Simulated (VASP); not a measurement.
# Rh (P6_3/mmc) in VASP: a series of runs

The runs below take Rh through single point, with PBEsol.

All numbers are computed with VASP 6.6.1; they aren't measurements. Logs are shortened: lines on timing, memory, paths and dates and some standing lists are left out, and cuts for length are marked.

### Step 1. The cell of the first run

The structure is hexagonal, space group P6_3/mmc (No. 194). The conventional cell has a = 2.838 Å, b = 2.838 Å, c = 3.885 Å, α = 90.00°, β = 90.00°, γ = 120.00°. Rh (site symmetry -6m2) has 12 Rh at 2.54 to 2.84 Å within 3.4 Å.

This isn't the form of Rh at room conditions, which is fcc.

### Step 2. Single point, PBEsol

File INCAR:

```
PREC     = Accurate       # precision mode
ENCUT    = 520            # plane-wave cutoff, eV
EDIFF    = 1E-6           # SCF threshold, eV
ISMEAR   = 0              # smearing method
SIGMA    = 0.15           # smearing width, eV
LREAL    = F              # projectors in reciprocal space
LASPH    = T              # aspherical terms in the spheres
NELM     = 80             # most SCF steps
ALGO     = Fast           # electronic algorithm
ISIF     = 2              # what is computed and relaxed
LWAVE    = F              # write WAVECAR
LCHARG   = F              # write CHGCAR
GGA      = PS             # functional
NBANDS   = 22             # bands
```

File KPOINTS:

```
regular mesh
0
Gamma
  30 30 16
```

File POSCAR:

```
Rh
1.0
    2.8384104728      0.0000000000      0.0000000000
   -1.4192052364      2.4581355758      0.0000000000
    0.0000000000      0.0000000000      3.8845039480
Rh
2
Direct
    0.6666666667      0.3333333333      0.7500000000
    0.3333333333      0.6666666667      0.2500000000
```

Potentials or basis: VASP PAW PBE potentials, release 64 (Rh_pv).

The run is started by

```console
> cat potpaw_PBE.64/Rh_pv/POTCAR > POTCAR
> mpirun -np 1 vasp_std > vasp.out
```

OUTCAR:

```text
PREC = Accurate
   ENCUT = 520
   EDIFF = 1E-6
   ISMEAR = 0
   LREAL = F
   LASPH = T
   NELM = 80
   ISIF = 2
   GGA = PS

 ion  position               nearest neighbor table
   1  0.667  0.333  0.750-   2 2.54   2 2.54   2 2.54   2 2.54   2 2.54   2 2.54
   2  0.333  0.667  0.250-   1 2.54   1 2.54   1 2.54   1 2.54   1 2.54   1 2.54

  LATTYP: Found a hexagonal cell.
 ALAT       =     2.8384104728
 C/A-ratio  =     1.3685490472

  Lattice vectors:

 A1 = (   2.8384104728,   0.0000000000,   0.0000000000)
 A2 = (  -1.4192052364,   2.4581355758,   0.0000000000)
 A3 = (   0.0000000000,   0.0000000000,   3.8845039480)

Analysis of symmetry for initial positions (statically):
=====================================================================
 Subroutine PRICEL returns:
 Original cell was already a primitive cell.

 Routine SETGRP: Setting up the symmetry group for a
 hexagonal supercell.

 Subroutine GETGRP returns: Found 24 space group operations
 (whereof 12 operations were pure point group operations)
 out of a pool of 24 trial point group operations.

The static configuration has the point symmetry D_3d.
 The point group associated with its full space group is D_6h.

Analysis of symmetry for dynamics (positions and initial velocities):
=====================================================================
 Subroutine PRICEL returns:
 Original cell was already a primitive cell.

 Routine SETGRP: Setting up the symmetry group for a
 hexagonal supercell.

 Subroutine GETGRP returns: Found 24 space group operations
 (whereof 12 operations were pure point group operations)
 out of a pool of 24 trial point group operations.

The dynamic configuration has the point symmetry D_3d.
 The point group associated with its full space group is D_6h.

 Subroutine INISYM returns: Found 24 space group operations
 (whereof 12 operations are pure point group operations),
 and found     1 'primitive' translations

----------------------------------------------------------------------------------------

                                     Primitive cell

  volume of cell :      27.1030

  direct lattice vectors                    reciprocal lattice vectors
     2.838410473  0.000000000  0.000000000     0.352309861  0.203406193  0.000000000
    -1.419205236  2.458135576  0.000000000     0.000000000  0.406812387  0.000000000
     0.000000000  0.000000000  3.884503948     0.000000000  0.000000000  0.257433127

  length of vectors
     2.838410473  2.838410473  3.884503948     0.406812387  0.406812387  0.257433127

  position of ions in fractional coordinates (direct lattice)
     0.666666667  0.333333333  0.750000000
     0.333333333  0.666666667  0.250000000

  ion indices of the primitive-cell ions
   primitive index   ion index
                 1           1
                 2           2

----------------------------------------------------------------------------------------

 KPOINTS: regular mesh

Automatic generation of k-mesh.
 Grid dimensions read from file:
 generate k-points for:   30   30   16

 Generating k-lattice:

  Cartesian coordinates                     Fractional coordinates (reciprocal lattice)
     0.011743662  0.006780206  0.000000000     0.033333333  0.000000000  0.000000000
     0.000000000  0.013560413  0.000000000     0.000000000  0.033333333  0.000000000
     0.000000000  0.000000000  0.016089570     0.000000000  0.000000000  0.062500000

  Length of vectors
     0.013560413  0.013560413  0.016089570

  Shift w.r.t. Gamma in fractional coordinates (k-lattice)
     0.000000000  0.000000000  0.000000000

 Subroutine IBZKPT returns following result:
 ===========================================

 Found    819 irreducible k-points:

 Following reciprocal coordinates:
            Coordinates               Weight
  0.000000  0.000000  0.000000      1.000000
  0.033333  0.000000  0.000000      6.000000
  0.066667  0.000000  0.000000      6.000000
  0.100000  0.000000  0.000000      6.000000
  0.133333  0.000000  0.000000      6.000000
  0.166667  0.000000  0.000000      6.000000
[... 16 lines left out ...]
  0.233333  0.033333  0.000000     12.000000
  0.266667  0.033333  0.000000     12.000000
 [... further k-points ...]
   k-points           NKPTS =    819   k-points in BZ     NKDIM =    819   number of bands    NBANDS=     22
   number of dos      NEDOS =    301   number of ions     NIONS =      2
   total plane-waves  NPLWV =  17280
   dimension x,y,z NGX =    24 NGY =   24 NGZ =   30
   dimension x,y,z NGXF=    48 NGYF=   48 NGZF=   60
   ions per type =               2
   NGX,Y,Z   is equivalent  to a cutoff of  14.06, 14.06, 12.84 a.u.
   NGXF,Y,Z  is equivalent  to a cutoff of  28.11, 28.11, 25.68 a.u.
 SYSTEM =  unknown system
   PREC   = accura    normal or accurate (medium, high low for compatibility)
   ISTART =      0    job   : 0-new  1-cont  2-samecut
   ICHARG =      2    charge: 1-file 2-atom 10-const
   ISPIN  =      1    spin polarized calculation?
   LNONCOLLINEAR =      F non collinear calculations
   LSORBIT =      F    spin-orbit coupling
   LASPH  =      T    aspherical Exc in radial PAW
   ENCUT  =  520.0 eV  38.22 Ry    6.18 a.u.   5.28  5.28  7.22*2*pi/ulx,y,z
   NELM   =     80;   NELMIN=  2; NELMDL= -5     # of ELM steps
   EDIFF  = 0.1E-05   stopping-criterion for ELM
   LREAL  =      F    real-space projection
   EDIFFG = 0.1E-04   stopping-criterion for IOM
   NSW    =      0    number of steps for IOM
   IBRION =     -1    ionic relax: 0-MD 1-quasi-New 2-CG
   NFREE  =      0    steps in history (QN), initial steepest desc. (CG)
   ISIF   =      2    stress and relaxation
   ISYM   =      2    0-nonsym 1-usesym 2-fastsym
   POTIM  = 0.5000    time-step for ionic-motion
   TEBEG  =    0.0;   TEEND  =   0.0 temperature during run
   PSTRESS=    0.0 pullay stress
   NELECT =      30.0000    total number of electrons
   NUPDOWN=      -1.0000    fix difference up-down
   EMIN   =  10.00;   EMAX   =-10.00  energy-range for DOS
   EFERMI =   0.00;   METHOD = LEGACY
   ISMEAR =     0;   SIGMA  =   0.15  broadening in eV -4-tet -1-fermi 0-gaus
   EFERMI_NEDOS =   21; number of points for ismear=-14 and -15
   IALGO  =     68    algorithm
   IMIX   =      4    mixing-type and parameters
     AMIX     =   0.40;   BMIX     =  1.00
     AMIX_MAG =   1.60;   BMIX_MAG =  1.00
  volume/ion in A,a.u.               =      13.55        91.45
  Fermi-wavevector in a.u.,A,eV,Ry     =   1.693466  3.200186 39.019139  2.867826
  Thomas-Fermi vector in A             =   2.774866
   LORBIT       =      0    0 simple, 1 ext, 2 COOP (PROOUT), +10 PAW based schemes
   GGA     = PS    functional components
   LHFCALC =     F    Hartree Fock is set to
   AEXX    =    0.0000 exact exchange contribution
   IVDW    =     0    specifies the selected vdW correction
   LEPSILON=     F    determine dielectric tensor
   LRPA    =     F    only Hartree local field effects (RPA)
 non-spin polarized calculation
 RMM-DIIS sequential band-by-band and
 Gauss-broadening in eV      SIGMA  =   0.15
  energy-cutoff  :      520.00
  volume of cell :       27.10
 maximum number of plane-waves:       746
 NGX is ok and might be reduce to    24

 number of electron      29.9999999 magnetization

 Free energy of the ion-electron system (eV)
  ---------------------------------------------------
  ext. energy  EPLUGINS =         0.00000000
  ---------------------------------------------------
  free energy    TOTEN  =       -15.81494762 eV

  energy without entropy =      -15.77223529  energy(sigma->0) =      -15.79359146

 E-fermi :  12.1209     XC(G=0): -14.2817

 val. band max:       12.1204270157   @ k =   0.2667   0.2667   0.0000
 cond. band min:      12.1211587295   @ k =   0.2333   0.1333   0.4375
 fundamental gap:      0.0007317138
 Fermi energy:        12.1209471340

 k-point     1 :       0.0000    0.0000    0.0000
  band No.  band energies     occupation
      1     -35.3364      2.00000
      2     -34.5399      2.00000
      3     -34.5399      2.00000
      4     -34.2833      2.00000
      5     -34.2833      2.00000
      6     -34.2519      2.00000
[... 14 lines left out ...]
     21      31.3873      0.00000
     22      32.7162      0.00000

 k-point     2 :       0.0333    0.0000    0.0000
  band No.  band energies     occupation
      1     -35.3334      2.00000
      2     -34.5432      2.00000
      3     -34.5417      2.00000
      4     -34.2873      2.00000
      5     -34.2833      2.00000
      6     -34.2542      2.00000
[... 14 lines left out ...]
     21      31.3521      0.00000
     22      32.7203      0.00000

 k-point     3 :       0.0667    0.0000    0.0000
  band No.  band energies     occupation
      1     -35.3245      2.00000
      2     -34.5531      2.00000
      3     -34.5469      2.00000
      4     -34.2990      2.00000
      5     -34.2832      2.00000
      6     -34.2611      2.00000
[... 14 lines left out ...]
     21      31.0840      0.00000
     22      31.9441      0.00000

 k-point     4 :       0.1000    0.0000    0.0000
  band No.  band energies     occupation
      1     -35.3098      2.00000
      2     -34.5691      2.00000
      3     -34.5553      2.00000
      4     -34.3180      2.00000
      5     -34.2832      2.00000
      6     -34.2725      2.00000
[... 14 lines left out ...]
     21      30.4397      0.00000
     22      31.1223      0.00000

 k-point     5 :       0.1333    0.0000    0.0000
  band No.  band energies     occupation
      1     -35.2896      2.00000
      2     -34.5905      2.00000
      3     -34.5662      2.00000
      4     -34.3431      2.00000
      5     -34.2883      2.00000
      6     -34.2834      2.00000
[... 417 lines left out ...]
 k-point    22 :       0.2000    0.0333    0.0000
  band No.  band energies     occupation
      1     -35.2159      2.00000
      2     -34.6620      2.00000
      3     -34.6046      2.00000
      4     -34.4241      2.00000
      5     -34.3472      2.00000
      6     -34.2870      2.00000
[... 14 lines left out ...]
     21      27.7397      0.00000
     22      30.2932      0.00000

 k-point    23 :       0.2333    0.0333    0.0000
  band No.  band energies     occupation
      1     -35.1802      2.00000
      2     -34.6945      2.00000
      3     -34.6199      2.00000
      4     -34.4591      2.00000
      5     -34.3763      2.00000
      6     -34.2887      2.00000
[... 14 lines left out ...]
     21      26.9346      0.00000
     22      30.0124      0.00000

 k-point    24 :       0.2667    0.0333    0.0000
  band No.  band energies     occupation
      1     -35.1416      2.00000
      2     -34.7273      2.00000
      3     -34.6347      2.00000
      4     -34.4936      2.00000
      5     -34.4083      2.00000
      6     -34.2906      2.00000
[... 14 lines left out ...]
     21      26.1444      0.00000
     22      29.4309      0.00000

 [... further k-points ...]

------------------------ aborting loop because EDIFF is reached ----------------------------------------

  FORCE on cell =-STRESS in cart. coord.  units (eV):
  Direction    XX          YY          ZZ          XY          YZ          ZX
  --------------------------------------------------------------------------------------
  -------------------------------------------------------------------------------------
  Total       -0.7798836     -0.7798836      5.9334533      0.0000000      0.0000000      0.0000000
  in kB      -46.1024268    -46.1024268    350.7530952      0.0000000      0.0000000      0.0000000
  external PRESSURE =      86.1827472 kB  Pullay stress =       0.0000000 kB

 VOLUME and BASIS-vectors are now :
 -----------------------------------------------------------------------------
  energy-cutoff  :      520.00
  volume of cell :       27.10
      direct lattice vectors                 reciprocal lattice vectors
     2.838410473  0.000000000  0.000000000     0.352309861  0.203406193  0.000000000
    -1.419205236  2.458135576  0.000000000     0.000000000  0.406812387  0.000000000
     0.000000000  0.000000000  3.884503948     0.000000000  0.000000000  0.257433127

 POSITION                                       TOTAL-FORCE (eV/Angst)
 -----------------------------------------------------------------------------------
      1.41921      0.81938      2.91338        -0.000000      0.000000      0.000000
     -0.00000      1.63876      0.97113         0.000000     -0.000000      0.000000
 -----------------------------------------------------------------------------------
    total drift:                               -0.000000      0.000000     -0.000000

  FREE ENERGIE OF THE ION-ELECTRON SYSTEM (eV)
  ---------------------------------------------------
  free  energy   TOTEN  =       -15.8149476184 eV

  energy  without entropy=      -15.7722352934  energy(sigma->0) =      -15.79359146
```

Wall time 2.5 min (1 thread of Intel Xeon 6975P-C (Granite Rapids), shared host); peak memory 0.45 GiB.

What came out:

```
Free energy            : -15.8149 eV
Pressure               : 8.6 GPa
Band gap on the k mesh : zero (bands 15 and 16 overlap by 1.66 eV)
```

Stress tensor (GPa, compression positive):
```
-4.61  0.00  0.00
 0.00 -4.61  0.00
 0.00  0.00 35.08
```

Caveat: the stress differs along the axes, from -5 to 35 GPa; the PAW data sets were made with another functional, which shifts forces and pressure a little.

### Step 3. Single point, PBEsol

This run uses another cell than the first one, of the same volume but with other edges.

File INCAR:

```
  ALGO = Fast
  EDIFF = 1E-6
  ENCUT = 520
  GGA = PS
  ISIF = 2
  ISMEAR = 0
  LASPH = True
  LCHARG = False
  LREAL = False
  LWAVE = False
  NBANDS = 22
  NELM = 80
  PREC = Accurate
  SIGMA = 0.15
```

File KPOINTS:

```
k-points
0
Gamma
  30 30 16
```

File POSCAR:

```
Rh
1.0
    2.5301975281      0.0000000000      0.0000000000
   -1.2650987641      2.1912153360      0.0000000000
    0.0000000000      0.0000000000      4.8885168229
Rh
2
Direct
    0.6666666667      0.3333333333      0.7500000000
    0.3333333333      0.6666666667      0.2500000000
```

Potentials or basis: VASP PAW PBE potentials, release 64 (Rh_pv).

The run is started by

```console
> cat potpaw_PBE.64/Rh_pv/POTCAR > POTCAR
> mpirun -np 1 vasp_std > vasp.out
```

Run time: 3.2 min. Hardware: 1 thread of Intel Xeon 6975P-C (Granite Rapids), shared host; peak memory 0.45 GiB.

Results (log left out):

```
Free energy            : -15.6408 eV
Pressure               : 10.9 GPa
Band gap on the k mesh : zero (bands 15 and 16 overlap by 2.79 eV)
```

Stress tensor (GPa, compression positive):
```
 30.73   0.00   0.00
  0.00  30.73   0.00
  0.00   0.00 -28.87
```

Levels at points of the mesh, in eV from the Fermi level:
```tsv
k point	band 12	band 13	band 14	band 15	band 16	band 17	band 18	band 19
(0.00, 0.00, 0.00)	-2.82	-2.82	-0.78	-0.62	-0.62	0.45	0.45	6.25
(0.50, 0.00, 0.00)	-2.04	-1.45	0.29	1.48	1.58	3.52	5.69	9.56
(0.00, 0.00, 0.50)	-3.01	-3.01	-3.01	0.00	0.00	0.00	0.00	11.88
(0.50, 0.00, 0.50)	-1.00	-0.24	-0.24	1.53	1.53	2.97	2.97	10.19
```

Caveat: the stress differs along the axes, from -29 to 31 GPa; the PAW data sets were made with another functional, which shifts forces and pressure a little.

### Step 4. Single point, PBEsol

This run uses another cell than the first one, of the same volume but with other edges.

File INCAR:

```
SYSTEM = Rh
PREC = Accurate
ENCUT = 520
EDIFF = 1E-7
ISMEAR = 0
SIGMA = 0.15
LREAL = .False.
LASPH = .True.
NELM = 100
ALGO = Fast
ISIF = 2
LWAVE = .False.
LCHARG = .True.
GGA = PS
LELF = .True.
LVHAR = .True.
NBANDS = 22
```

File KPOINTS:

```
Automatic mesh
0
Gamma
  30 30 16
  0 0 0
```

File POSCAR:

```
Rh
1.0
    2.7645146772      0.0000000000      0.0000000000
   -1.3822573386      2.3941399396      0.0000000000
    0.0000000000      0.0000000000      4.0949458978
Rh
2
Direct
    0.6666666667      0.3333333333      0.7500000000
    0.3333333333      0.6666666667      0.2500000000
```

The run is started by

```console
> cat potpaw_PBE.64/Rh_pv/POTCAR > POTCAR
> mpirun -np 1 vasp_std > vasp.out
```

It took 3.8 min on 1 thread of Intel Xeon 6975P-C (Granite Rapids), shared host; peak memory 0.46 GiB.

The run converged. Its results:

```
Free energy            : -16.0974 eV
Pressure               : 2.8 GPa
Band gap on the k mesh : zero (bands 15 and 16 overlap by 2.14 eV)
```

Stress tensor (GPa, compression positive):
```
-4.82  0.00  0.00
 0.00 -4.82  0.00
 0.00  0.00 18.12
```

Levels at points of the mesh, in eV from the Fermi level:
| k point | band 13 | band 14 | band 15 | band 16 | band 17 | band 18 |
| --- | --- | --- | --- | --- | --- | --- |
| (0.00, 0.00, 0.00) | -2.50 | -2.47 | -2.47 | 0.11 | 0.11 | 1.60 |
| (0.50, 0.00, 0.00) | -1.90 | -0.02 | 0.48 | 0.94 | 2.78 | 4.81 |
| (0.00, 0.00, 0.50) | -2.94 | -2.94 | -0.38 | -0.38 | -0.38 | -0.38 |
| (0.50, 0.00, 0.50) | -0.43 | -0.43 | 0.31 | 0.31 | 2.53 | 2.53 |

Caveat: the stress differs along the axes, from -5 to 18 GPa; the PAW data sets were made with another functional, which shifts forces and pressure a little.

(Part 1 of 2 ends here.)
